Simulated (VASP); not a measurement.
# AlRu (Pm-3m) in VASP: a series of runs

The runs below take AlRu through single point, with PBE.

Everything below comes from runs of VASP 6.6.1. Logs are shortened: lines on timing, memory, paths and dates and some standing lists are left out, and cuts for length are marked.

### Step 1. The cell of the first run

Symmetry: Pm-3m, No. 221, cubic system. The conventional cell has a = 2.959 Å, b = 2.959 Å, c = 2.959 Å, α = 90.00°, β = 90.00°, γ = 90.00°. Within 3.4 Å of Al (site symmetry m-3m) lie 8 Ru at 2.56 Å and 6 Al at 2.96 Å. Ru (site symmetry m-3m) has 8 Al at 2.56 Å and 6 Ru at 2.96 Å within 3.4 Å.

### Step 2. Single point, PBE (strain -0.015 along x and y, -0.015 along z)

INCAR reads:

```
ALGO = Normal
EDIFF = 1E-6
ENCUT = 520
GGA = PE
ISIF = 2
ISMEAR = 0
LASPH = T
LCHARG = T
LELF = T
LREAL = F
LVHAR = T
LWAVE = F
NBANDS = 16
NELM = 100
PREC = Accurate
SIGMA = 0.15
```

KPOINTS reads:

```
k-points
0
Gamma
  20 20 20
```

POSCAR reads:

```
AlRu
1.0
    2.9590234537      0.0000000000      0.0000000000
    0.0000000000      2.9590234537      0.0000000000
    0.0000000000      0.0000000000      2.9590234537
Al Ru
1 1
Direct
    0.0000000000      0.0000000000      0.0000000000
    0.5000000000      0.5000000000      0.5000000000
```

Potentials or basis: VASP PAW PBE potentials, release 64 (Al, Ru_pv).

Command:

```console
> cat potpaw_PBE.64/Al/POTCAR potpaw_PBE.64/Ru_pv/POTCAR > POTCAR
> mpirun -np 1 vasp_std > vasp.out
```

OUTCAR:

```text
EDIFF = 1E-6
   ENCUT = 520
   GGA = PE
   ISIF = 2
   ISMEAR = 0
   LASPH = T
   LREAL = F
   NELM = 100
   PREC = Accurate

 ion  position               nearest neighbor table
   1  0.000  0.000  0.000-   2 2.56   2 2.56   2 2.56   2 2.56   2 2.56   2 2.56   2 2.56   2 2.56

   2  0.500  0.500  0.500-   1 2.56   1 2.56   1 2.56   1 2.56   1 2.56   1 2.56   1 2.56   1 2.56

  LATTYP: Found a simple cubic cell.
 ALAT       =     2.9590234537

  Lattice vectors:

 A1 = (   2.9590234537,   0.0000000000,   0.0000000000)
 A2 = (   0.0000000000,   2.9590234537,   0.0000000000)
 A3 = (   0.0000000000,   0.0000000000,   2.9590234537)

Analysis of symmetry for initial positions (statically):
=====================================================================
 Subroutine PRICEL returns:
 Original cell was already a primitive cell.

 Routine SETGRP: Setting up the symmetry group for a
 simple cubic supercell.

 Subroutine GETGRP returns: Found 48 space group operations
 (whereof 48 operations were pure point group operations)
 out of a pool of 48 trial point group operations.

The static configuration has the point symmetry O_h .

Analysis of symmetry for dynamics (positions and initial velocities):
=====================================================================
 Subroutine PRICEL returns:
 Original cell was already a primitive cell.

 Routine SETGRP: Setting up the symmetry group for a
 simple cubic supercell.

 Subroutine GETGRP returns: Found 48 space group operations
 (whereof 48 operations were pure point group operations)
 out of a pool of 48 trial point group operations.

The dynamic configuration has the point symmetry O_h .

 Subroutine INISYM returns: Found 48 space group operations
 (whereof 48 operations are pure point group operations),
 and found     1 'primitive' translations

----------------------------------------------------------------------------------------

                                     Primitive cell

  volume of cell :      25.9087

  direct lattice vectors                    reciprocal lattice vectors
     2.959023454  0.000000000  0.000000000     0.337949332  0.000000000  0.000000000
     0.000000000  2.959023454  0.000000000     0.000000000  0.337949332  0.000000000
     0.000000000  0.000000000  2.959023454     0.000000000  0.000000000  0.337949332

  length of vectors
     2.959023454  2.959023454  2.959023454     0.337949332  0.337949332  0.337949332

  position of ions in fractional coordinates (direct lattice)
     0.000000000  0.000000000  0.000000000
     0.500000000  0.500000000  0.500000000

  ion indices of the primitive-cell ions
   primitive index   ion index
                 1           1
                 2           2

----------------------------------------------------------------------------------------

 KPOINTS: k-points

Automatic generation of k-mesh.
 Grid dimensions read from file:
 generate k-points for:   20   20   20

 Generating k-lattice:

  Cartesian coordinates                     Fractional coordinates (reciprocal lattice)
     0.016897467  0.000000000  0.000000000     0.050000000  0.000000000  0.000000000
     0.000000000  0.016897467  0.000000000     0.000000000  0.050000000  0.000000000
     0.000000000  0.000000000  0.016897467     0.000000000  0.000000000  0.050000000

  Length of vectors
     0.016897467  0.016897467  0.016897467

  Shift w.r.t. Gamma in fractional coordinates (k-lattice)
     0.000000000  0.000000000  0.000000000

 Subroutine IBZKPT returns following result:
 ===========================================

 Found    286 irreducible k-points:

 Following reciprocal coordinates:
            Coordinates               Weight
  0.000000  0.000000  0.000000      1.000000
  0.050000  0.000000  0.000000      6.000000
  0.100000  0.000000  0.000000      6.000000
  0.150000  0.000000  0.000000      6.000000
  0.200000  0.000000  0.000000      6.000000
  0.250000  0.000000  0.000000      6.000000
[... 16 lines left out ...]
  0.150000  0.100000  0.000000     24.000000
  0.200000  0.100000  0.000000     24.000000
 [... further k-points ...]
   k-points           NKPTS =    286   k-points in BZ     NKDIM =    286   number of bands    NBANDS=     16
   number of dos      NEDOS =    301   number of ions     NIONS =      2
   total plane-waves  NPLWV =  13824
   dimension x,y,z NGX =    24 NGY =   24 NGZ =   24
   dimension x,y,z NGXF=    48 NGYF=   48 NGZF=   48
   ions per type =               1   1
   NGX,Y,Z   is equivalent  to a cutoff of  13.48, 13.48, 13.48 a.u.
   NGXF,Y,Z  is equivalent  to a cutoff of  26.97, 26.97, 26.97 a.u.
 SYSTEM =  unknown system
   PREC   = accura    normal or accurate (medium, high low for compatibility)
   ISTART =      0    job   : 0-new  1-cont  2-samecut
   ICHARG =      2    charge: 1-file 2-atom 10-const
   ISPIN  =      1    spin polarized calculation?
   LNONCOLLINEAR =      F non collinear calculations
   LSORBIT =      F    spin-orbit coupling
   LASPH  =      T    aspherical Exc in radial PAW
   ENCUT  =  520.0 eV  38.22 Ry    6.18 a.u.   5.50  5.50  5.50*2*pi/ulx,y,z
   NELM   =    100;   NELMIN=  2; NELMDL= -5     # of ELM steps
   EDIFF  = 0.1E-05   stopping-criterion for ELM
   LREAL  =      F    real-space projection
   EDIFFG = 0.1E-04   stopping-criterion for IOM
   NSW    =      0    number of steps for IOM
   IBRION =     -1    ionic relax: 0-MD 1-quasi-New 2-CG
   NFREE  =      0    steps in history (QN), initial steepest desc. (CG)
   ISIF   =      2    stress and relaxation
   ISYM   =      2    0-nonsym 1-usesym 2-fastsym
   POTIM  = 0.5000    time-step for ionic-motion
   TEBEG  =    0.0;   TEEND  =   0.0 temperature during run
   PSTRESS=    0.0 pullay stress
   NELECT =      17.0000    total number of electrons
   NUPDOWN=      -1.0000    fix difference up-down
   EMIN   =  10.00;   EMAX   =-10.00  energy-range for DOS
   EFERMI =   0.00;   METHOD = LEGACY
   ISMEAR =     0;   SIGMA  =   0.15  broadening in eV -4-tet -1-fermi 0-gaus
   EFERMI_NEDOS =   21; number of points for ismear=-14 and -15
   IALGO  =     38    algorithm
   IMIX   =      4    mixing-type and parameters
     AMIX     =   0.40;   BMIX     =  1.00
     AMIX_MAG =   1.60;   BMIX_MAG =  1.00
  volume/ion in A,a.u.               =      12.95        87.42
  Fermi-wavevector in a.u.,A,eV,Ry     =   1.422578  2.688282 27.534490  2.023728
  Thomas-Fermi vector in A             =   2.543267
   LORBIT       =      0    0 simple, 1 ext, 2 COOP (PROOUT), +10 PAW based schemes
   GGA     = PE    functional components
   LHFCALC =     F    Hartree Fock is set to
   AEXX    =    0.0000 exact exchange contribution
   IVDW    =     0    specifies the selected vdW correction
   LEPSILON=     F    determine dielectric tensor
   LRPA    =     F    only Hartree local field effects (RPA)
 non-spin polarized calculation
 Gauss-broadening in eV      SIGMA  =   0.15
  energy-cutoff  :      520.00
  volume of cell :       25.91
 maximum number of plane-waves:       739
 NGX is ok and might be reduce to    24
   NGX = 11   NGY = 11   NGZ = 11

 number of electron      16.9999997 magnetization

 Free energy of the ion-electron system (eV)
  ---------------------------------------------------
  ext. energy  EPLUGINS =         0.00000000
  ---------------------------------------------------
  free energy    TOTEN  =       -14.23053104 eV

  energy without entropy =      -14.21267884  energy(sigma->0) =      -14.22160494

 E-fermi :  11.1820     XC(G=0): -12.7358

 val. band max:       11.1767920547   @ k =   0.4000   0.2500   0.2500
 cond. band min:      11.1840734154   @ k =   0.5000   0.2000   0.2000
 fundamental gap:      0.0072813607
 Fermi energy:        11.1819854843

 k-point     1 :       0.0000    0.0000    0.0000
  band No.  band energies     occupation
      1     -30.5920      2.00000
      2     -30.5920      2.00000
      3     -30.5920      2.00000
      4       1.3196      2.00000
      5       7.4384      2.00000
      6       7.4384      2.00000
[... 8 lines left out ...]
     15      23.3006      0.00000
     16      26.9324      0.00000

 k-point     2 :       0.0500    0.0000    0.0000
  band No.  band energies     occupation
      1     -30.5979      2.00000
      2     -30.5915      2.00000
      3     -30.5915      2.00000
      4       1.3692      2.00000
      5       7.4562      2.00000
      6       7.4576      2.00000
[... 8 lines left out ...]
     15      23.3007      0.00000
     16      27.0812      0.00000

 k-point     3 :       0.1000    0.0000    0.0000
  band No.  band energies     occupation
      1     -30.6149      2.00000
      2     -30.5901      2.00000
      3     -30.5901      2.00000
      4       1.5169      2.00000
      5       7.5084      2.00000
      6       7.5085      2.00000
[... 8 lines left out ...]
     15      23.3013      0.00000
     16      27.5423      0.00000

 k-point     4 :       0.1500    0.0000    0.0000
  band No.  band energies     occupation
      1     -30.6414      2.00000
      2     -30.5878      2.00000
      3     -30.5878      2.00000
      4       1.7591      2.00000
      5       7.5703      2.00000
      6       7.5918      2.00000
[... 8 lines left out ...]
     15      23.5547      0.00000
     16      28.3318      0.00000
[... 324 lines left out ...]
 k-point    22 :       0.1000    0.1000    0.0000
  band No.  band energies     occupation
      1     -30.6139      2.00000
      2     -30.6119      2.00000
      3     -30.5881      2.00000
      4       1.7112      2.00000
      5       7.5716      2.00000
      6       7.5913      2.00000
[... 8 lines left out ...]
     15      23.3491      0.00000
     16      28.0462      0.00000

 k-point    23 :       0.1500    0.1000    0.0000
  band No.  band energies     occupation
      1     -30.6393      2.00000
      2     -30.6105      2.00000
      3     -30.5859      2.00000
      4       1.9493      2.00000
      5       7.6366      2.00000
      6       7.6777      2.00000
[... 8 lines left out ...]
     15      23.8800      0.00000
     16      28.6640      0.00000

 k-point    24 :       0.2000    0.1000    0.0000
  band No.  band energies     occupation
      1     -30.6723      2.00000
      2     -30.6075      2.00000
      3     -30.5831      2.00000
      4       2.2743      2.00000
      5       7.6811      2.00000
      6       7.7832      2.00000
[... 8 lines left out ...]
     15      24.4328      0.00000
     16      28.1894      0.00000

 [... further k-points ...]

------------------------ aborting loop because EDIFF is reached ----------------------------------------

  FORCE on cell =-STRESS in cart. coord.  units (eV):
  Direction    XX          YY          ZZ          XY          YZ          ZX
  --------------------------------------------------------------------------------------
  -------------------------------------------------------------------------------------
  Total        1.6439760      1.6439760      1.6439760      0.0000000     -0.0000000      0.0000000
  in kB      101.6625137    101.6625137    101.6625137      0.0000000     -0.0000000      0.0000000
  external PRESSURE =     101.6625137 kB  Pullay stress =       0.0000000 kB

 VOLUME and BASIS-vectors are now :
 -----------------------------------------------------------------------------
  energy-cutoff  :      520.00
  volume of cell :       25.91
      direct lattice vectors                 reciprocal lattice vectors
     2.959023454  0.000000000  0.000000000     0.337949332  0.000000000  0.000000000
     0.000000000  2.959023454  0.000000000     0.000000000  0.337949332  0.000000000
     0.000000000  0.000000000  2.959023454     0.000000000  0.000000000  0.337949332

 POSITION                                       TOTAL-FORCE (eV/Angst)
 -----------------------------------------------------------------------------------
      0.00000      0.00000      0.00000         0.000000      0.000000      0.000000
      1.47951      1.47951      1.47951         0.000000      0.000000      0.000000
 -----------------------------------------------------------------------------------
    total drift:                                0.000000     -0.000000     -0.000000

  FREE ENERGIE OF THE ION-ELECTRON SYSTEM (eV)
  ---------------------------------------------------
  free  energy   TOTEN  =       -14.2305310433 eV

  energy  without entropy=      -14.2126788391  energy(sigma->0) =      -14.22160494
```

Wall time 2.7 min (1 thread of AMD EPYC 7R13, shared host); peak memory 0.2 GiB.

What came out:

```yaml
Free_energy: -14.2305 eV
Pressure: 10.2 GPa
```

Caveat: the cell differs from its parent crystal (strain -0.015 along x and y, -0.015 along z).

(Part 1 of 2 ends here.)
